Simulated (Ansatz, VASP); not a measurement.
## YN: VASP beside Ansatz

The input INCAR:

```
SYSTEM = YN
PREC     = Accurate       ! precision mode
ENCUT    = 600            ! plane-wave cutoff, eV
EDIFF    = 1E-6           ! SCF threshold, eV
ISMEAR   = 0              ! smearing method
SIGMA    = 0.1            ! smearing width, eV
LREAL    = .False.        ! projectors in reciprocal space
LASPH    = .True.         ! aspherical terms in the spheres
NELM     = 120            ! most SCF steps
ALGO     = Normal         ! electronic algorithm
ISIF     = 2              ! what is computed and relaxed
LWAVE    = .False.        ! write WAVECAR
LCHARG   = .False.        ! write CHGCAR
GGA      = PE             ! functional
NBANDS   = 15             ! bands
GGA_COMPAT= .False.
```

The input KPOINTS:

```
Automatic mesh
0
Gamma
  6 6 6
  0 0 0
```

File POSCAR:

```
YN
1.0
    0.0000000000      2.4483614000      2.4483614000
    2.4483614000      0.0000000000      2.4483614000
    2.4483614000      2.4483614000      0.0000000000
Y N
1 1
Direct
    0.0000000000      0.0000000000      0.0000000000
    0.5000000000      0.5000000000      0.5000000000
```

Input for Ansatz:

```yaml
crystal:
  lattice:
    - [0.0, 2.4483614, 2.4483614]
    - [2.4483614, 0.0, 2.4483614]
    - [2.4483614, 2.4483614, 0.0]
  atoms:
    - { symbol: "Y", position: [0.0, 0.0, 0.0] }
    - { symbol: "N", position: [0.5, 0.5, 0.5] }
basis:
  ecutwfc: 420
kpoints:
  mp_grid: { grid: [6, 6, 6] }
hamiltonian:
  xc: pbe
scf:
  occupations: { method: gaussian, width: 0.1 }
  lower_state_search: "off"
output:
  forces: true
  stress: true
  eigenvalues: true
```

Alike in both runs: task single point; functional PBE; k mesh 6 × 6 × 6; occupations gaussian, width 0.1 eV; no spin polarisation.

|  | VASP | Ansatz |
| --- | --- | --- |
| version | VASP 6.6.1 | Ansatz 0.2.0 |
| potentials or method | VASP PAW PBE potentials, release 64 (Y_sv, N), cutoff 600 eV | scalar-relativistic, plane waves, PAW |
| valence electrons in the cell | 16 | 16 |

VASP gave:

* gap on the k mesh at the Fermi level (eV): 0.19
* least direct gap on the mesh (eV): 0.58
* pressure (GPa): 0.8

**Question.** What did Ansatz give for the same quantities?

**Answer.** gap on the k mesh at the Fermi level (eV): 0.19; least direct gap on the mesh (eV): 0.58; pressure (GPa): 1.0.
